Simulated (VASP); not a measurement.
A run of VASP 6.6.1 is set up as follows.

Contents of POSCAR:

```
MgO
1.0
    2.1126783538      2.1126783538      0.0000000000
   -2.1126783538      2.1126783538      0.0000000000
    0.0000000000      2.1126783538      2.0958610137
Mg O
1 1
Direct
    0.0000000000      0.0000000000      0.0000000000
    0.5000000000      0.5000000000      0.0000000000
```

Contents of INCAR.step1:

```
PREC = Accurate
ENCUT = 920
ISMEAR = 0
SIGMA = 0.01
LREAL = F
LASPH = T
NELM = 120
NBANDS = 15
GGA = PE
ALGO = Normal
EDIFF = 1E-5
LWAVE = T
LCHARG = F
GGA_COMPAT = F
```

File INCAR.step2:

```
PREC = Accurate
ENCUT = 920
EDIFF = 1E-6
ISMEAR = 0
SIGMA = 0.01
LREAL = F
LASPH = T
NELM = 120
ALGO = Normal
ISIF = 2
LWAVE = F
LCHARG = F
METAGGA = R2SCAN
LMIXTAU = T
NBANDS = 15
ISTART = 1
GGA_COMPAT = F
```

Contents of KPOINTS:

```
Automatic mesh
0
Gamma
  10 10 10
```

Potentials or basis: VASP PAW PBE potentials, release 64 (Mg_sv, O).

Run with:

```sh
$ cat potpaw_PBE.64/Mg_sv/POTCAR potpaw_PBE.64/O/POTCAR > POTCAR
$ cp INCAR.step1 INCAR
$ mpirun -np 1 vasp_std > vasp.out
$ cp INCAR.step2 INCAR
$ mpirun -np 1 vasp_std > vasp.out
```

**Question.** Predict the pressure.

**Answer.** -0.6 GPa.

**Question.** Estimate the band gap on the k mesh.

**Answer.** 5.62 eV.

Stress tensor (GPa, compression positive):
```
-1.20  0.00  0.00
 0.00 -1.20  0.00
 0.00  0.00  0.55
```

Caveat: the cell differs from its parent crystal (in-plane strain +0.005, then relaxed in part); the PAW data sets were made with another functional, which shifts forces and pressure a little.
